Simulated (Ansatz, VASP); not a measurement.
**Two plane-wave programs on SiNi2**

```xyz
6
Lattice="3.8695 0.0000 0.0000 -1.9348 3.3511 0.0000 0.0000 0.0000 4.7790" Properties=species:S:1:pos:R:3 pbc="T T T"
Si    0.0000    2.2341    3.5843
Si    1.9348    1.1170    1.1948
Ni    0.0000    0.0000    0.0000
Ni    0.0000    0.0000    2.3895
Ni    0.0000    2.2341    1.1948
Ni    1.9348    1.1170    3.5843
```

Change from the starting cell: strain +0.000 along x and y, -0.030 along z, atoms carried along.

Alike in both runs: task single point; functional r2SCAN; k mesh 12 × 12 × 10; occupations gaussian, width 0.15 eV; no spin polarisation.

|  | VASP | Ansatz |
| --- | --- | --- |
| version | VASP 6.6.1 | Ansatz 0.2.0 |
| potentials or method | VASP PAW PBE potentials, release 64 (Si, Ni), cutoff 520 eV | scalar-relativistic, plane waves, PAW |
| valence electrons in the cell | 48 | 80 |

Ansatz gave:

| Quantity | Value |
| --- | --- |
| gap on the k mesh at the Fermi level (eV) | none |
| pressure (GPa) | 6.9 |
| traceless stress, the component that is largest in VASP (GPa) | 5.97 |

Problem. Estimate VASP's values.

Solution. gap on the k mesh at the Fermi level (eV): none; pressure (GPa): 7.2; traceless stress, the component that is largest in VASP (GPa): 5.90.

VASP's potentials were made for PBE, not for r2SCAN. A gap of «none» marks a metal or a gap that the smearing closes. The functional is the same, so the differences come from potentials, cutoffs and numerics. VASP's potentials hold 48 valence electrons a cell and Ansatz's 80, so a difference there can come from the potentials and not from the codes.
